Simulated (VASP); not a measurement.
# Mo (P6_3/mmc) in VASP: notebook

Runs on Mo. Level: PBE+D3(BJ). Tasks: single point, relaxation of cell and atoms.

All numbers are computed with VASP 6.6.1; they aren't measurements. Logs are shortened: lines on timing, memory, paths and dates and some standing lists are left out, and cuts for length are marked.

**1. The cell of the first run**

It takes space group P6_3/mmc (No. 194, hexagonal). Conventional cell: a = 2.805 Å, b = 2.805 Å, c = 4.580 Å, α = 90.00°, β = 90.00°, γ = 120.00°. Within 3.7 Å of Mo (site symmetry -6m2) lie 12 Mo at 2.80 Å.

This isn't the form of Mo at room conditions, which is bcc.

**2. Single point, PBE+D3(BJ)**

Contents of INCAR:

```
SYSTEM = Mo
PREC = Accurate
ENCUT = 500
EDIFF = 1E-6
ISMEAR = 0
SIGMA = 0.1
LREAL = .FALSE.
LASPH = .TRUE.
NELM = 120
ALGO = Normal
ISIF = 2
LWAVE = .FALSE.
LCHARG = .TRUE.
GGA = PE
IVDW = 12
LELF = .TRUE.
LVHAR = .TRUE.
NBANDS = 21
GGA_COMPAT = .FALSE.
```

Contents of KPOINTS:

```
Automatic mesh
0
G
  9 9 4
  0 0 0
```

Contents of POSCAR:

```
Mo
1.0
    2.8046577058      0.0000000000      0.0000000000
   -1.4023288529      2.4289048221      0.0000000000
    0.0000000000      0.0000000000      4.5800060336
Mo
2
Direct
    0.3333333333      0.6666666667      0.2500000000
    0.6666666667      0.3333333333      0.7500000000
```

Potentials or basis: VASP PAW PBE potentials, release 64 (Mo_sv).

Launch:

```console
cat potpaw_PBE.64/Mo_sv/POTCAR > POTCAR
mpirun -np 1 vasp_std > vasp.out
```

OUTCAR:

```text
SYSTEM = Mo
   PREC = Accurate
   ENCUT = 500
   EDIFF = 1E-6
   ISMEAR = 0
   LREAL = .FALSE.
   LASPH = .TRUE.
   NELM = 120
   ISIF = 2
   GGA = PE
   IVDW = 12
 IVDW          = 12

 ion  position               nearest neighbor table
   1  0.333  0.667  0.250-   2 2.80   2 2.80   2 2.80   2 2.80   2 2.80   2 2.80
   2  0.667  0.333  0.750-   1 2.80   1 2.80   1 2.80   1 2.80   1 2.80   1 2.80

  LATTYP: Found a hexagonal cell.
 ALAT       =     2.8046577058
 C/A-ratio  =     1.6330000000

  Lattice vectors:

 A1 = (   2.8046577058,   0.0000000000,   0.0000000000)
 A2 = (  -1.4023288529,   2.4289048221,   0.0000000000)
 A3 = (   0.0000000000,   0.0000000000,   4.5800060336)

Analysis of symmetry for initial positions (statically):
=====================================================================
 Subroutine PRICEL returns:
 Original cell was already a primitive cell.

 Routine SETGRP: Setting up the symmetry group for a
 hexagonal supercell.

 Subroutine GETGRP returns: Found 24 space group operations
 (whereof 12 operations were pure point group operations)
 out of a pool of 24 trial point group operations.

The static configuration has the point symmetry D_3d.
 The point group associated with its full space group is D_6h.

Analysis of symmetry for dynamics (positions and initial velocities):
=====================================================================
 Subroutine PRICEL returns:
 Original cell was already a primitive cell.

 Routine SETGRP: Setting up the symmetry group for a
 hexagonal supercell.

 Subroutine GETGRP returns: Found 24 space group operations
 (whereof 12 operations were pure point group operations)
 out of a pool of 24 trial point group operations.

The dynamic configuration has the point symmetry D_3d.
 The point group associated with its full space group is D_6h.

 Subroutine INISYM returns: Found 24 space group operations
 (whereof 12 operations are pure point group operations),
 and found     1 'primitive' translations

----------------------------------------------------------------------------------------

                                     Primitive cell

  volume of cell :      31.2001

  direct lattice vectors                    reciprocal lattice vectors
     2.804657706  0.000000000  0.000000000     0.356549749  0.205854093  0.000000000
[... 80 lines left out ...]
   ISPIN  =      1    spin polarized calculation?
   LNONCOLLINEAR =      F non collinear calculations
   LSORBIT =      F    spin-orbit coupling
   LASPH  =      T    aspherical Exc in radial PAW
   ENCUT  =  500.0 eV  36.75 Ry    6.06 a.u.   5.11  5.11  8.35*2*pi/ulx,y,z
   NELM   =    120;   NELMIN=  2; NELMDL= -5     # of ELM steps
   EDIFF  = 0.1E-05   stopping-criterion for ELM
   LREAL  =      F    real-space projection
   EDIFFG = 0.1E-04   stopping-criterion for IOM
   NSW    =      0    number of steps for IOM
   IBRION =     -1    ionic relax: 0-MD 1-quasi-New 2-CG
   NFREE  =      0    steps in history (QN), initial steepest desc. (CG)
   ISIF   =      2    stress and relaxation
   ISYM   =      2    0-nonsym 1-usesym 2-fastsym
   POTIM  = 0.5000    time-step for ionic-motion
   TEBEG  =    0.0;   TEEND  =   0.0 temperature during run
   PSTRESS=    0.0 pullay stress
   NELECT =      28.0000    total number of electrons
   NUPDOWN=      -1.0000    fix difference up-down
   EMIN   =  10.00;   EMAX   =-10.00  energy-range for DOS
   EFERMI =   0.00;   METHOD = LEGACY
   ISMEAR =     0;   SIGMA  =   0.10  broadening in eV -4-tet -1-fermi 0-gaus
   EFERMI_NEDOS =   21; number of points for ismear=-14 and -15
   IALGO  =     38    algorithm
   IMIX   =      4    mixing-type and parameters
     AMIX     =   0.40;   BMIX     =  1.00
     AMIX_MAG =   1.60;   BMIX_MAG =  1.00
  volume/ion in A,a.u.               =      15.60       105.27
  Fermi-wavevector in a.u.,A,eV,Ry     =   1.579097  2.984060 33.926755  2.493546
  Thomas-Fermi vector in A             =   2.679528
   LORBIT       =      0    0 simple, 1 ext, 2 COOP (PROOUT), +10 PAW based schemes
   GGA     = PE    functional components
   LHFCALC =     F    Hartree Fock is set to
   AEXX    =    0.0000 exact exchange contribution
   IVDW    =    12    specifies the selected vdW correction
   LEPSILON=     F    determine dielectric tensor
   LRPA    =     F    only Hartree local field effects (RPA)
 non-spin polarized calculation
 Gauss-broadening in eV      SIGMA  =   0.10
  energy-cutoff  :      500.00
  volume of cell :       31.20
 maximum number of plane-waves:       803
   NGX = 11   NGY = 11   NGZ = 17

 number of electron      28.0000004 magnetization

 Free energy of the ion-electron system (eV)
  ---------------------------------------------------
  ext. energy  EPLUGINS =         0.00000000
  ---------------------------------------------------
  free energy    TOTEN  =       -20.91400928 eV

  energy without entropy =      -20.89376508  energy(sigma->0) =      -20.90388718

 E-fermi :  12.2368     XC(G=0): -13.3781

 val. band max:       12.2247017815   @ k =   0.2222  -0.0000   0.2500
 cond. band min:      12.2426194062   @ k =   0.0000   0.0000   0.0000
 fundamental gap:      0.0179176248
 Fermi energy:        12.2368319991

 k-point     1 :       0.0000    0.0000    0.0000
  band No.  band energies     occupation
      1     -48.4641      2.00000
      2     -48.2128      2.00000
      3     -23.1616      2.00000
      4     -21.9415      2.00000
      5     -21.9415      2.00000
      6     -21.7570      2.00000
[... 565 lines left out ...]
     20      20.9682      0.00000
     21      22.2084      0.00000

 [... further k-points ...]

------------------------ aborting loop because EDIFF is reached ----------------------------------------

 Edisp (eV)   -1.43199

 E8    (eV) :    -0.6752

  FORCE on cell =-STRESS in cart. coord.  units (eV):
  Direction    XX          YY          ZZ          XY          YZ          ZX
  --------------------------------------------------------------------------------------
  -------------------------------------------------------------------------------------
  Total      -0.55747    -0.55747     0.55553     0.00000     0.00000    -0.00000
  in kB     -28.62691   -28.62691    28.52759     0.00000     0.00000    -0.00000
  external pressure =       -9.58 kB  Pullay stress =        0.00 kB

 VOLUME and BASIS-vectors are now :
 -----------------------------------------------------------------------------
  energy-cutoff  :      500.00
  volume of cell :       31.20
      direct lattice vectors                 reciprocal lattice vectors
     2.804657706  0.000000000  0.000000000     0.356549749  0.205854093  0.000000000
    -1.402328853  2.428904822  0.000000000     0.000000000  0.411708187  0.000000000
     0.000000000  0.000000000  4.580006034     0.000000000  0.000000000  0.218340324

 POSITION                                       TOTAL-FORCE (eV/Angst)
 -----------------------------------------------------------------------------------
     -0.00000      1.61927      1.14500         0.000000      0.000000      0.000000
      1.40233      0.80963      3.43500        -0.000000      0.000000      0.000000
 -----------------------------------------------------------------------------------
    total drift:                               -0.000000      0.000000     -0.000000

  FREE ENERGIE OF THE ION-ELECTRON SYSTEM (eV)
  ---------------------------------------------------
  free  energy   TOTEN  =       -22.3460029743 eV

  energy  without entropy=      -22.3257587758  energy(sigma->0) =      -22.33588088
```

stdout:

```text
POSCAR found type information on POSCAR Mo
 POSCAR found :  1 types and       2 ions
 scaLAPACK will be used
 LDA part: xc-table for (Slater+PW92), standard interpolation
 POSCAR, INCAR and KPOINTS ok, starting setup
 FFT: planning ... GRIDC
 FFT: planning ... GRID_SOFT
 FFT: planning ... GRID
 WAVECAR not read
 entering main loop
```

Wall time 10 s (1 thread of Intel Xeon Platinum 8488C (Sapphire Rapids), shared host); peak memory 0.15 GiB.

Results:

```yaml
Free_energy: -22.3460 eV
Pressure: -1.0 GPa
Band_gap_on_the_k_mesh: zero (bands 14 and 15 overlap by 1.87 eV)
Dispersion_energy_per_atom: -0.716 eV
```

Stress tensor (GPa, compression positive):
```
-2.86  0.00  0.00
 0.00 -2.86  0.00
 0.00  0.00  2.85
```

Caveat: the stress differs along the axes, from -3 to 3 GPa.

[end of part 1 of 2]
